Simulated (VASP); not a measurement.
A run of VASP 6.6.1:

File INCAR:

```
SYSTEM = Zn2HS2
PREC     = Accurate       ! precision mode
ENCUT    = 520            ! plane-wave cutoff, eV
EDIFF    = 1E-6           ! SCF threshold, eV
ISMEAR   = 0              ! smearing method
SIGMA    = 0.05           ! smearing width, eV
LREAL    = Auto         
LASPH    = .TRUE.         ! aspherical terms in the spheres
NELM     = 100            ! most SCF steps
ALGO     = Normal         ! electronic algorithm
ISIF     = 2              ! what is computed and relaxed
LWAVE    = .FALSE.        ! write WAVECAR
LCHARG   = .TRUE.         ! write CHGCAR
GGA      = PE             ! functional
LELF     = .TRUE.         ! ELF
LVHAR    = .TRUE.       
NBANDS   = 90             ! bands
```

The input KPOINTS:

```
Automatic mesh
0
G
  1 1 5
  0 0 0
```

POSCAR

```
Zn2HS2
1.0
   25.3000000000      0.0000000000      0.0000000000
    0.0000000000      9.3000000000      0.0000000000
    0.0000000000      0.0000000000      6.7217141786
Zn S H
8 8 4
Direct
    0.6890879920      0.5000000000      0.3496530090
    0.7780183937      0.5000000000      0.8080627051
    0.5371694751      0.5000000000      0.3414357762
    0.6168439875      0.5000000000      0.8400846680
    0.3831560125      0.5000000000      0.3400846680
    0.4628305249      0.5000000000      0.8414357762
    0.2219816063      0.5000000000      0.3080627051
    0.3109120080      0.5000000000      0.8496530090
    0.7610765804      0.5000000000      0.1485469620
    0.6139245918      0.5000000000      0.1743072807
    0.6945230719      0.5000000000      0.6790991005
    0.4604333873      0.5000000000      0.1750320268
    0.5395666127      0.5000000000      0.6750320268
    0.3054769281      0.5000000000      0.1790991005
    0.3860754082      0.5000000000      0.6743072807
    0.2389234196      0.5000000000      0.6485469620
    0.8324321100      0.5000000000      0.7074579201
    0.1675678900      0.5000000000      0.2074579201
    0.8052252274      0.5000000000      0.2614636948
    0.1947747726      0.5000000000      0.7614636948
```

Potentials or basis: VASP PAW PBE potentials, release 64 (Zn, S, H).

Command:

```console
$ cat potpaw_PBE.64/Zn/POTCAR potpaw_PBE.64/S/POTCAR potpaw_PBE.64/H/POTCAR > POTCAR
$ mpirun -np 1 vasp_std > vasp.out
```

Hardware: 1 thread of Intel(R) Xeon(R) Platinum 8488C (Sapphire Rapids), on a shared host.

Estimate the wall time of this run.

Run time: 17 min on 1 thread of Intel(R) Xeon(R) Platinum 8488C (Sapphire Rapids) (shared host), peak memory 1.4 GiB. Counts: scf iterations 27, k points 3.
